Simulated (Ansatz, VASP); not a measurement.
Two plane-wave programs on InCo2Cl6

```xyz
9
Lattice="0.0000 5.0867 5.0867 5.0867 0.0000 5.0867 5.0867 5.0867 0.0000" Properties=species:S:1:pos:R:3 pbc="T T T"
Co    2.5434    2.5434    2.5434
Co    7.6301    7.6301    7.6301
In    5.0867    5.0867    5.0867
Cl    5.0867    2.9442    5.0867
Cl    7.2293    5.0867    5.0867
Cl    5.0867    7.2293    5.0867
Cl    2.9442    5.0867    5.0867
Cl    5.0867    5.0867    2.9442
Cl    5.0867    5.0867    7.2293
```

Alike in both runs: task single point; functional r2SCAN; k mesh 3 × 3 × 3; no spin polarisation.

```csv
,VASP,Ansatz
version,VASP 6.6.1,Ansatz 0.2.0
potentials or method,"VASP PAW PBE potentials, release 64 (Co, In_d, Cl), cutoff 520 eV",PAW plane waves
occupations,"fermi-dirac, width 0.1 eV",fermi-dirac
valence electrons in the cell,73,89
```

Ansatz gave:

| Quantity | Value |
| --- | --- |
| gap on the k mesh at the Fermi level (eV) | none |
| pressure (GPa) | 15.5 |
| rms of the force components (eV/Å) | 3.753 |

**Question.** Which values does VASP return?

**Answer.** gap on the k mesh at the Fermi level (eV): none; pressure (GPa): 15.3; rms of the force components (eV/Å): 3.740.

VASP's potentials were made for PBE, not for r2SCAN. Atom by atom the forces differ by 0.013 eV/Å (rms over components). A gap of «none» marks a metal or a gap that the smearing closes. VASP's potentials hold 73 valence electrons a cell and Ansatz's 89, so a difference there can come from the potentials and not from the codes.
